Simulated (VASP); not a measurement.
BP, 2 atoms in the cell. Symmetry: I-4m2, No. 119, tetragonal system. Conventional cell: a = 3.175 Å, b = 3.175 Å, c = 4.513 Å, α = 90.00°, β = 90.00°, γ = 90.00°. B (site symmetry -4m2) has 4 P at 1.95 Å within 2.6 Å. Within 2.6 Å of P (site symmetry -4m2) lie 4 B at 1.95 Å.  This cell differs from its parent crystal: z stretched by +0.5 %, x and y held.

```yaml
Program: VASP 6.6.1
Task: single point
Functional: LDA
Potentials_or_basis: VASP PAW LDA potentials, release 64 (B, P)
Cutoff: 500 eV
k_mesh: 8 × 8 × 8
Occupations: gaussian, width 0.01 eV
Spin: no spin polarisation
Dipole_correction: no
Further_INCAR_settings: ALGO = Normal; EDIFF = 1e-06; NBANDS = 11
```

Potentials or basis: VASP PAW LDA potentials, release 64 (B, P).

Run with:

```sh
$ cat potpaw_LDA.64/B/POTCAR potpaw_LDA.64/P/POTCAR > POTCAR
$ mpirun -np 1 vasp_std > vasp.out
```

Hardware: 1 thread of Intel Xeon 8259CL, with other jobs on the host.

Q: Estimate the wall time of this run.

A: It took 14 s on 1 thread of Intel Xeon 8259CL, with other jobs on the host, peak memory 0.13 GiB. Counts: scf iterations 12, k points 59.
